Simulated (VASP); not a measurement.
# CaMg (P4/mmm) in VASP: further runs, part 2 of 2

VASP 6.6.1. The steps go on from the part before.

### Step 5. Single point, LDA (33.31 Å³/atom)

INCAR

```
  PREC = Accurate
  ENCUT = 520
  EDIFF = 1E-6
  ISMEAR = 0
  SIGMA = 0.15
  LREAL = F
  LASPH = T
  NELM = 100
  ALGO = Fast
  ISIF = 2
  LWAVE = F
  LCHARG = F
  GGA = CA
  NBANDS = 13
```

KPOINTS

```
Automatic mesh
0
Gamma
  14 14 14
```

POSCAR

```
CaMg
1.0
    3.6102970112      0.0000000000      0.0000000000
    0.0000000000      3.6102970112      0.0000000000
    0.0000000000      0.0000000000      5.1114585085
Ca Mg
1 1
Direct
    0.0000000000      0.0000000000      0.0000000000
    0.5000000000      0.5000000000      0.5000000000
```

Potentials or basis: VASP PAW LDA potentials, release 64 (Ca_sv, Mg).

The run is started by

```console
> cat potpaw_LDA.64/Ca_sv/POTCAR potpaw_LDA.64/Mg/POTCAR > POTCAR
> mpirun -np 1 vasp_std > vasp.out
```

OUTCAR:

```text
PREC = Accurate
   ENCUT = 520
   EDIFF = 1E-6
   ISMEAR = 0
   LREAL = F
   LASPH = T
   NELM = 100
   ISIF = 2
   GGA = CA

 ion  position               nearest neighbor table
   1  0.000  0.000  0.000-
   2  0.500  0.500  0.500-

  LATTYP: Found a simple tetragonal cell.
 ALAT       =     3.6102970112
 C/A-ratio  =     1.4158000000

  Lattice vectors:

 A1 = (   3.6102970112,   0.0000000000,   0.0000000000)
 A2 = (   0.0000000000,   3.6102970112,   0.0000000000)
 A3 = (   0.0000000000,   0.0000000000,   5.1114585085)

Analysis of symmetry for initial positions (statically):
=====================================================================
 Subroutine PRICEL returns:
 Original cell was already a primitive cell.

 Routine SETGRP: Setting up the symmetry group for a
 simple tetragonal supercell.

 Subroutine GETGRP returns: Found 16 space group operations
 (whereof 16 operations were pure point group operations)
 out of a pool of 16 trial point group operations.

The static configuration has the point symmetry D_4h.

Analysis of symmetry for dynamics (positions and initial velocities):
=====================================================================
 Subroutine PRICEL returns:
 Original cell was already a primitive cell.

 Routine SETGRP: Setting up the symmetry group for a
 simple tetragonal supercell.

 Subroutine GETGRP returns: Found 16 space group operations
 (whereof 16 operations were pure point group operations)
 out of a pool of 16 trial point group operations.

The dynamic configuration has the point symmetry D_4h.

 Subroutine INISYM returns: Found 16 space group operations
 (whereof 16 operations are pure point group operations),
 and found     1 'primitive' translations

----------------------------------------------------------------------------------------

[... 120 lines left out ...]
   IVDW    =     0    specifies the selected vdW correction
   LEPSILON=     F    determine dielectric tensor
   LRPA    =     F    only Hartree local field effects (RPA)
 non-spin polarized calculation
 RMM-DIIS sequential band-by-band and
 Gauss-broadening in eV      SIGMA  =   0.15
  energy-cutoff  :      520.00
  volume of cell :       66.62
 maximum number of plane-waves:      1868
 NGX is ok and might be reduce to    28
   NGX = 13   NGY = 13   NGZ = 19

 number of electron      12.0000003 magnetization

 Free energy of the ion-electron system (eV)
  ---------------------------------------------------
  ext. energy  EPLUGINS =         0.00000000
  ---------------------------------------------------
  free energy    TOTEN  =        -4.09016822 eV

  energy without entropy =       -4.06896865  energy(sigma->0) =       -4.07956843

 E-fermi :   1.7695     XC(G=0):  -8.1694

 val. band max:        1.7606469742   @ k =   0.5000   0.4286   0.5000
 cond. band min:       1.7707650705   @ k =   0.5000   0.4286   0.4286
 fundamental gap:      0.0101180963
 Fermi energy:         1.7694979256

 k-point     1 :       0.0000    0.0000    0.0000
  band No.  band energies     occupation
      1     -39.5276      2.00000
      2     -20.8223      2.00000
      3     -20.7410      2.00000
      4     -20.7410      2.00000
      5      -3.2449      2.00000
      6       1.7464      1.17236
      7       2.3993      0.00000
      8       2.9102      0.00000
      9       5.2432      0.00000
     10       5.2432      0.00000
     11       5.9736      0.00000
     12       7.0105      0.00000
     13       7.7586      0.00000
[... 354 lines left out ...]
  band No.  band energies     occupation
      1     -39.5110      2.00000
      2     -20.8727      2.00000
      3     -20.7998      2.00000
      4     -20.7941      2.00000
      5      -1.2206      2.00000
      6       1.6778      1.61285
      7       2.6070      0.00000
      8       3.1238      0.00000
      9       4.2321      0.00000
     10       4.2879      0.00000
     11       5.5436      0.00000
     12       6.3588      0.00000
     13       6.9986      0.00000

 [... further k-points ...]

------------------------ aborting loop because EDIFF is reached ----------------------------------------

  FORCE on cell =-STRESS in cart. coord.  units (eV):
  Direction    XX          YY          ZZ          XY          YZ          ZX
  --------------------------------------------------------------------------------------
  -------------------------------------------------------------------------------------
  Total       -1.0969063     -1.0969063     -1.8571177      0.0000000      0.0000000     -0.0000000
  in kB      -26.3784589    -26.3784589    -44.6600618      0.0000000      0.0000000     -0.0000000
  external PRESSURE =     -32.4723265 kB  Pullay stress =       0.0000000 kB

 VOLUME and BASIS-vectors are now :
 -----------------------------------------------------------------------------
  energy-cutoff  :      520.00
  volume of cell :       66.62
      direct lattice vectors                 reciprocal lattice vectors
     3.610297011  0.000000000  0.000000000     0.276985521  0.000000000  0.000000000
     0.000000000  3.610297011  0.000000000     0.000000000  0.276985521  0.000000000
     0.000000000  0.000000000  5.111458509     0.000000000  0.000000000  0.195638877

 POSITION                                       TOTAL-FORCE (eV/Angst)
 -----------------------------------------------------------------------------------
      0.00000      0.00000      0.00000         0.000000      0.000000      0.000000
      1.80515      1.80515      2.55573         0.000000      0.000000      0.000000
 -----------------------------------------------------------------------------------
    total drift:                               -0.000000     -0.000000     -0.000000

  FREE ENERGIE OF THE ION-ELECTRON SYSTEM (eV)
  ---------------------------------------------------
  free  energy   TOTEN  =        -4.0901682215 eV

  energy  without entropy=       -4.0689686472  energy(sigma->0) =       -4.07956843
```

OSZICAR:

```text
N       E                     dE             d eps       ncg     rms          rms(c)
DAV:   1     0.686537425575E+02    0.68654E+02   -0.53859E+03  7488   0.791E+02
DAV:   2    -0.216198326567E+01   -0.70816E+02   -0.69654E+02  8628   0.195E+02
DAV:   3    -0.410880355551E+01   -0.19468E+01   -0.19208E+01 12221   0.296E+01
DAV:   4    -0.418136434924E+01   -0.72561E-01   -0.72408E-01  9229   0.468E+00
DAV:   5    -0.418329621532E+01   -0.19319E-02   -0.19315E-02 11366   0.649E-01    0.260E+00
RMM:   6    -0.410013927264E+01    0.83157E-01   -0.72882E-02  8630   0.163E+00    0.168E+00
RMM:   7    -0.409133538317E+01    0.88039E-02   -0.51020E-02  9469   0.160E+00    0.588E-01
RMM:   8    -0.409005116412E+01    0.12842E-02   -0.10964E-02  9671   0.115E+00    0.479E-02
RMM:   9    -0.409013132447E+01   -0.80160E-04   -0.19671E-03 11373   0.454E-01    0.238E-02
RMM:  10    -0.409015518266E+01   -0.23858E-04   -0.47024E-04 11274   0.200E-01    0.137E-02
RMM:  11    -0.409016152475E+01   -0.63421E-05   -0.13402E-04 11478   0.956E-02    0.481E-03
RMM:  12    -0.409016617691E+01   -0.46522E-05   -0.44111E-05 11988   0.509E-02    0.461E-03
RMM:  13    -0.409016759545E+01   -0.14185E-05   -0.14259E-05 10875   0.226E-02    0.354E-04
RMM:  14    -0.409016822153E+01   -0.62609E-06   -0.56288E-06  8611   0.122E-02
   1 F= -.40901682E+01 E0= -.40795684E+01  d E =-.211996E-01
```

It took 89 s on 1 thread of Intel Xeon 6975P-C (Granite Rapids), shared host; peak memory 0.39 GiB.

Results:

```yaml
Free_energy: -4.0902 eV
Pressure: -3.2 GPa
Band_gap_on_the_k_mesh: zero (bands 6 and 7 overlap by 1.18 eV)
```

Caveat: the cell stands under tension.

### Step 6. The runs side by side

| cell | further INCAR settings | gap on the mesh (eV) | pressure (GPa) |
| --- | --- | --- | --- |
| a = 3.961, b = 3.961, c = 4.246 Å, 2 atoms | ALGO = Fast; EDIFF = 1e-06; NBANDS = 13 | none | -3.4 |
| a = 3.782, b = 3.782, c = 4.659 Å, 2 atoms | ALGO = Fast; EDIFF = 1e-07; NBANDS = 13 | none | -3.3 |
| a = 4.149, b = 4.149, c = 3.870 Å, 2 atoms | ALGO = Fast; EDIFF = 1e-06; NBANDS = 13 | none | -3.4 |
| a = 3.610, b = 3.610, c = 5.111 Å, 2 atoms | ALGO = Fast; EDIFF = 1e-06; NBANDS = 13 | none | -3.2 |

Alike in all rows: task single point; level LDA; potentials or basis VASP PAW LDA potentials, release 64 (Ca_sv, Mg); no spin polarisation; k mesh 14 × 14 × 14; cutoff (eV) 520; smearing gaussian 0.15 eV.

Caveats: the cell stands under tension.

Absolute energies hang on the potentials; compare differences alone.
